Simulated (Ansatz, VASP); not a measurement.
# Two plane-wave programs on HgTe

```
Hg Te
1.0
     0.00000    3.28608    3.28608
     3.28608    0.00000    3.28608
     3.28608    3.28608    0.00000
Hg Te
1 1
Direct
  0.00000 0.00000 0.00000
  0.25000 0.25000 0.25000
```

Alike in both runs: task single point; functional r2SCAN; k mesh 10 × 10 × 10; occupations gaussian, width 0.05 eV; no spin polarisation.

|  | VASP | Ansatz |
| --- | --- | --- |
| version | VASP 6.6.1 | Ansatz 0.2.0 |
| potentials or method | VASP PAW PBE potentials, release 64 (Hg, Te), cutoff 520 eV | scalar-relativistic, plane waves, PAW |
| valence electrons in the cell | 18 | 36 |

```csv
,VASP,Ansatz,Ansatz less VASP
gap on the k mesh at the Fermi level (eV),none,none,-
pressure (GPa),0.1,0.0,-0.06
```

VASP's potentials were made for PBE, not for r2SCAN. A gap of «none» marks a metal or a gap that the smearing closes. The functional is the same, so the differences come from potentials, cutoffs and numerics. VASP's potentials hold 18 valence electrons a cell and Ansatz's 36, so a difference there can come from the potentials and not from the codes.

Neither program's run includes spin-orbit coupling.
